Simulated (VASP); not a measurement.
# Sn (Fm-3m) in VASP: single point with PBEsol

Aim: the single point of Sn with PBEsol.

Program: VASP 6.6.1. These are calculated values, not measurements. Logs are shortened: lines on timing, memory, paths and dates and some standing lists are left out, and cuts for length are marked.

## Step 1: The cell of the first run

It takes space group Fm-3m (No. 225, cubic). The conventional cell has a = 7.905 Å, b = 7.905 Å, c = 7.905 Å, α = 90.00°, β = 90.00°, γ = 90.00°.

## Step 2: Single point, PBEsol

File INCAR:

```
SYSTEM = Sn
ALGO = Normal ; EDIFF = 1E-6
ENCUT = 500 ; GGA = PS
GGA_COMPAT = .False. ; ISIF = 2
ISMEAR = 1 ; LASPH = .True.
LCHARG = .False. ; LREAL = .False.
LWAVE = .False. ; NBANDS = 13
NELM = 120 ; PREC = Accurate
SIGMA = 0.1
```

File KPOINTS:

```
k-points
0
Gamma
  5 5 5
  0 0 0
```

File POSCAR:

```
Sn
1.0
    0.0000000000      3.9524930000      3.9524930000
    3.9524930000      0.0000000000      3.9524930000
    3.9524930000      3.9524930000      0.0000000000
Sn
1
Direct
    0.0000000000      0.0000000000      0.0000000000
```

Potentials or basis: VASP PAW PBE potentials, release 64 (Sn_d).

Launch:

```sh
$ cat potpaw_PBE.64/Sn_d/POTCAR > POTCAR
$ mpirun -np 1 vasp_std > vasp.out
```

OUTCAR:

```text
SYSTEM = Sn
   EDIFF = 1E-6
   ENCUT = 500
   GGA = PS
   ISIF = 2
   ISMEAR = 1
   LASPH = .True.
   LREAL = .False.
   NELM = 120
   PREC = Accurate

 ion  position               nearest neighbor table
   1  0.000  0.000  0.000-

  LATTYP: Found a face centered cubic cell.
 ALAT       =     7.9049860000

  Lattice vectors:

 A1 = (   0.0000000000,   3.9524930000,   3.9524930000)
 A2 = (   3.9524930000,   0.0000000000,   3.9524930000)
 A3 = (   3.9524930000,   3.9524930000,   0.0000000000)

Analysis of symmetry for initial positions (statically):
=====================================================================
 Subroutine PRICEL returns:
 Original cell was already a primitive cell.

 Routine SETGRP: Setting up the symmetry group for a
 face centered cubic supercell.

 Subroutine GETGRP returns: Found 48 space group operations
 (whereof 48 operations were pure point group operations)
 out of a pool of 48 trial point group operations.

The static configuration has the point symmetry O_h .

Analysis of symmetry for dynamics (positions and initial velocities):
=====================================================================
 Subroutine PRICEL returns:
 Original cell was already a primitive cell.

 Routine SETGRP: Setting up the symmetry group for a
 face centered cubic supercell.

 Subroutine GETGRP returns: Found 48 space group operations
 (whereof 48 operations were pure point group operations)
 out of a pool of 48 trial point group operations.

The dynamic configuration has the point symmetry O_h .

 Subroutine INISYM returns: Found 48 space group operations
 (whereof 48 operations are pure point group operations),
 and found     1 'primitive' translations

----------------------------------------------------------------------------------------

                                     Primitive cell

  volume of cell :     123.4933

  direct lattice vectors                    reciprocal lattice vectors
     0.000000000  3.952493000  3.952493000    -0.126502438  0.126502438  0.126502438
     3.952493000  0.000000000  3.952493000     0.126502438 -0.126502438  0.126502438
     3.952493000  3.952493000  0.000000000     0.126502438  0.126502438 -0.126502438

  length of vectors
     5.589669206  5.589669206  5.589669206     0.219108650  0.219108650  0.219108650

  position of ions in fractional coordinates (direct lattice)
     0.000000000  0.000000000  0.000000000

  ion indices of the primitive-cell ions
   primitive index   ion index
                 1           1

----------------------------------------------------------------------------------------

 KPOINTS: k-points

Automatic generation of k-mesh.
 Grid dimensions read from file:
 generate k-points for:    5    5    5

 Generating k-lattice:

  Cartesian coordinates                     Fractional coordinates (reciprocal lattice)
    -0.025300488  0.025300488  0.025300488     0.200000000  0.000000000  0.000000000
     0.025300488 -0.025300488  0.025300488     0.000000000  0.200000000  0.000000000
     0.025300488  0.025300488 -0.025300488     0.000000000  0.000000000  0.200000000

  Length of vectors
     0.043821730  0.043821730  0.043821730

  Shift w.r.t. Gamma in fractional coordinates (k-lattice)
     0.000000000  0.000000000  0.000000000

 Subroutine IBZKPT returns following result:
 ===========================================

 Found     10 irreducible k-points:

 Following reciprocal coordinates:
            Coordinates               Weight
  0.000000  0.000000  0.000000      1.000000
  0.200000  0.000000  0.000000      8.000000
  0.400000  0.000000  0.000000      8.000000
  0.200000  0.200000  0.000000      6.000000
  0.400000  0.200000  0.000000     24.000000
 -0.400000  0.200000  0.000000     24.000000
 -0.200000  0.200000  0.000000     12.000000
  0.400000  0.400000  0.000000      6.000000
 -0.400000  0.400000  0.000000     12.000000
 -0.400000  0.400000  0.200000     24.000000
   k-points           NKPTS =     10   k-points in BZ     NKDIM =     10   number of bands    NBANDS=     13
   number of dos      NEDOS =    301   number of ions     NIONS =      1
   total plane-waves  NPLWV =  74088
   dimension x,y,z NGX =    42 NGY =   42 NGZ =   42
   dimension x,y,z NGXF=    84 NGYF=   84 NGZF=   84
   ions per type =               1
   NGX,Y,Z   is equivalent  to a cutoff of  12.49, 12.49, 12.49 a.u.
   NGXF,Y,Z  is equivalent  to a cutoff of  24.98, 24.98, 24.98 a.u.
 SYSTEM =  Sn
   PREC   = accura    normal or accurate (medium, high low for compatibility)
   ISTART =      0    job   : 0-new  1-cont  2-samecut
   ICHARG =      2    charge: 1-file 2-atom 10-const
   ISPIN  =      1    spin polarized calculation?
   LNONCOLLINEAR =      F non collinear calculations
   LSORBIT =      F    spin-orbit coupling
   LASPH  =      T    aspherical Exc in radial PAW
   ENCUT  =  500.0 eV  36.75 Ry    6.06 a.u.  10.19 10.19 10.19*2*pi/ulx,y,z
   NELM   =    120;   NELMIN=  2; NELMDL= -5     # of ELM steps
   EDIFF  = 0.1E-05   stopping-criterion for ELM
   LREAL  =      F    real-space projection
   EDIFFG = 0.1E-04   stopping-criterion for IOM
   NSW    =      0    number of steps for IOM
   IBRION =     -1    ionic relax: 0-MD 1-quasi-New 2-CG
   NFREE  =      0    steps in history (QN), initial steepest desc. (CG)
   ISIF   =      2    stress and relaxation
   ISYM   =      2    0-nonsym 1-usesym 2-fastsym
   POTIM  = 0.5000    time-step for ionic-motion
   TEBEG  =    0.0;   TEEND  =   0.0 temperature during run
   PSTRESS=    0.0 pullay stress
   NELECT =      14.0000    total number of electrons
   NUPDOWN=      -1.0000    fix difference up-down
   EMIN   =  10.00;   EMAX   =-10.00  energy-range for DOS
   EFERMI =   0.00;   METHOD = LEGACY
   ISMEAR =     1;   SIGMA  =   0.10  broadening in eV -4-tet -1-fermi 0-gaus
   EFERMI_NEDOS =   21; number of points for ismear=-14 and -15
   IALGO  =     38    algorithm
   IMIX   =      4    mixing-type and parameters
     AMIX     =   0.40;   BMIX     =  1.00
     AMIX_MAG =   1.60;   BMIX_MAG =  1.00
  volume/ion in A,a.u.               =     123.49       833.37
  Fermi-wavevector in a.u.,A,eV,Ry     =   0.792324  1.497276  8.541439  0.627778
  Thomas-Fermi vector in A             =   1.898040
   LORBIT       =      0    0 simple, 1 ext, 2 COOP (PROOUT), +10 PAW based schemes
   GGA     = PS    functional components
   LHFCALC =     F    Hartree Fock is set to
   AEXX    =    0.0000 exact exchange contribution
   IVDW    =     0    specifies the selected vdW correction
   LEPSILON=     F    determine dielectric tensor
   LRPA    =     F    only Hartree local field effects (RPA)
 non-spin polarized calculation
 Methfessel and Paxton  Order N= 1 SIGMA  =   0.10
  energy-cutoff  :      500.00
  volume of cell :      123.49
 maximum number of plane-waves:      3170
 NGX is ok and might be reduce to    42
   NGX = 21   NGY = 21   NGZ = 21

 number of electron      14.0000004 magnetization

 Free energy of the ion-electron system (eV)
  ---------------------------------------------------
  ext. energy  EPLUGINS =         0.00000000
  ---------------------------------------------------
  free energy    TOTEN  =        -1.06140249 eV

  energy without entropy =       -1.05575827  energy(sigma->0) =       -1.05952108

 E-fermi :  -1.2763     XC(G=0):  -5.0374

 val. band max:       -1.4949318734   @ k =  -0.2000   0.2000   0.0000
 cond. band min:      -1.2687515240   @ k =  -0.4000   0.4000   0.0000
 fundamental gap:      0.2261803494
 Fermi energy:        -1.2763205195

 k-point     1 :       0.0000    0.0000    0.0000
  band No.  band energies     occupation
      1     -23.5123      2.00000
      2     -23.5123      2.00000
      3     -23.5120      2.00000
      4     -23.5120      2.00000
      5     -23.5120      2.00000
      6      -8.2688      2.00000
      7      -0.4572     -0.00000
      8      -0.4572     -0.00000
      9      -0.4572     -0.00000
     10       1.4530      0.00000
     11       4.9726      0.00000
     12       4.9726      0.00000
     13       4.9726      0.00000

 k-point     2 :       0.2000    0.0000    0.0000
  band No.  band energies     occupation
      1     -23.5123      2.00000
      2     -23.5123      2.00000
      3     -23.5119      2.00000
      4     -23.5119      2.00000
      5     -23.5119      2.00000
      6      -8.2117      2.00000
      7      -1.1426     -0.06758
      8      -0.5193     -0.00000
      9      -0.5193     -0.00000
     10       2.2100      0.00000
     11       4.3428      0.00000
     12       5.1114      0.00000
     13       5.1114      0.00000

 k-point     3 :       0.4000    0.0000    0.0000
  band No.  band energies     occupation
      1     -23.5123      2.00000
      2     -23.5123      2.00000
      3     -23.5119      2.00000
      4     -23.5118      2.00000
      5     -23.5118      2.00000
      6      -8.1135      2.00000
      7      -1.8480      2.00000
      8      -0.6118     -0.00000
      9      -0.6118     -0.00000
     10       2.6038      0.00000
     11       4.6972      0.00000
     12       4.7730      0.00000
     13       4.7730      0.00000

 k-point     4 :       0.2000    0.2000    0.0000
  band No.  band energies     occupation
      1     -23.5123      2.00000
      2     -23.5122      2.00000
      3     -23.5120      2.00000
      4     -23.5118      2.00000
      5     -23.5118      2.00000
      6      -8.1928      2.00000
      7      -1.1294     -0.05804
      8      -0.6534     -0.00000
      9      -0.6534     -0.00000
     10       2.4815      0.00000
     11       3.9179      0.00000
     12       4.8356      0.00000
     13       5.4997      0.00000

 k-point     5 :       0.4000    0.2000    0.0000
  band No.  band energies     occupation
      1     -23.5123      2.00000
      2     -23.5122      2.00000
      3     -23.5120      2.00000
      4     -23.5117      2.00000
      5     -23.5117      2.00000
      6      -8.1078      2.00000
      7      -1.6338      2.00001
      8      -0.8671     -0.00000
      9      -0.7622     -0.00000
     10       2.9994      0.00000
     11       3.8679      0.00000
     12       4.3365      0.00000
     13       5.4896      0.00000

 k-point     6 :      -0.4000    0.2000    0.0000
  band No.  band energies     occupation
      1     -23.5123      2.00000
      2     -23.5122      2.00000
      3     -23.5118      2.00000
      4     -23.5118      2.00000
      5     -23.5117      2.00000
      6      -8.0733      2.00000
      7      -1.7824      2.00000
      8      -1.0831     -0.01979
      9      -0.7081     -0.00000
     10       3.2200      0.00000
     11       3.8186      0.00000
     12       4.8709      0.00000
     13       5.1788      0.00000

 k-point     7 :      -0.2000    0.2000    0.0000
  band No.  band energies     occupation
      1     -23.5123      2.00000
      2     -23.5123      2.00000
      3     -23.5119      2.00000
      4     -23.5118      2.00000
      5     -23.5118      2.00000
      6      -8.1401      2.00000
      7      -1.4949      2.00837
      8      -0.9193     -0.00001
      9      -0.5576     -0.00000
     10       3.0187      0.00000
     11       4.1508      0.00000
     12       4.2979      0.00000
     13       5.2868      0.00000

 k-point     8 :       0.4000    0.4000    0.0000
  band No.  band energies     occupation
      1     -23.5123      2.00000
      2     -23.5121      2.00000
      3     -23.5121      2.00000
      4     -23.5116      2.00000
      5     -23.5116      2.00000
      6      -8.0633      2.00000
      7      -1.7304      2.00000
      8      -0.9274     -0.00001
      9      -0.9274     -0.00001
     10       2.5475      0.00000
     11       3.1969      0.00000
     12       5.3444      0.00000
     13       6.7290      0.00000

 k-point     9 :      -0.4000    0.4000    0.0000
  band No.  band energies     occupation
      1     -23.5123      2.00000
      2     -23.5121      2.00000
      3     -23.5120      2.00000
      4     -23.5117      2.00000
      5     -23.5116      2.00000
      6      -8.0416      2.00000
      7      -1.6864      2.00000
      8      -1.2688      0.87230
      9      -0.8982     -0.00000
     10       2.7546      0.00000
     11       3.6066      0.00000
     12       5.3086      0.00000
     13       6.2674      0.00000

 k-point    10 :      -0.4000    0.4000    0.2000
  band No.  band energies     occupation
      1     -23.5123      2.00000
      2     -23.5122      2.00000
      3     -23.5119      2.00000
      4     -23.5118      2.00000
      5     -23.5116      2.00000
      6      -8.0540      2.00000
      7      -1.6154      2.00002
      8      -1.2684      0.86649
      9      -0.9311     -0.00001
     10       3.3032      0.00000
     11       4.0173      0.00000
     12       4.1952      0.00000
     13       5.6004      0.00000

------------------------ aborting loop because EDIFF is reached ----------------------------------------

  FORCE on cell =-STRESS in cart. coord.  units (eV):
  Direction    XX          YY          ZZ          XY          YZ          ZX
  --------------------------------------------------------------------------------------
  -------------------------------------------------------------------------------------
  Total       -1.7202910     -1.7202910     -1.7202910      0.0000000      0.0000000     -0.0000000
  in kB      -22.3187138    -22.3187138    -22.3187138      0.0000000      0.0000000     -0.0000000
  external PRESSURE =     -22.3187138 kB  Pullay stress =       0.0000000 kB

 VOLUME and BASIS-vectors are now :
 -----------------------------------------------------------------------------
  energy-cutoff  :      500.00
  volume of cell :      123.49
      direct lattice vectors                 reciprocal lattice vectors
     0.000000000  3.952493000  3.952493000    -0.126502438  0.126502438  0.126502438
     3.952493000  0.000000000  3.952493000     0.126502438 -0.126502438  0.126502438
     3.952493000  3.952493000  0.000000000     0.126502438  0.126502438 -0.126502438

 POSITION                                       TOTAL-FORCE (eV/Angst)
 -----------------------------------------------------------------------------------
      0.00000      0.00000      0.00000         0.000000      0.000000      0.000000
 -----------------------------------------------------------------------------------
    total drift:                               -0.000000     -0.000000     -0.000000

  FREE ENERGIE OF THE ION-ELECTRON SYSTEM (eV)
  ---------------------------------------------------
  free  energy   TOTEN  =        -1.0614024903 eV

  energy  without entropy=       -1.0557582666  energy(sigma->0) =       -1.05952108
```

Wall time 14 s (1 thread of Intel Xeon Platinum 8259CL at 2.50GHz (Skylake/Cascade Lake), shared host); peak memory 0.23 GiB.

What came out:

- Free energy: -1.0614 eV
- Pressure: -2.2 GPa
- Band gap on the k mesh: zero (band 7 reaches -0.46 eV, above the bottom of band 8 at -1.27 eV)

Caveat: the PAW data sets were made with another functional, which shifts forces and pressure a little; spin-orbit coupling is left out, which moves the levels of the heavy elements.
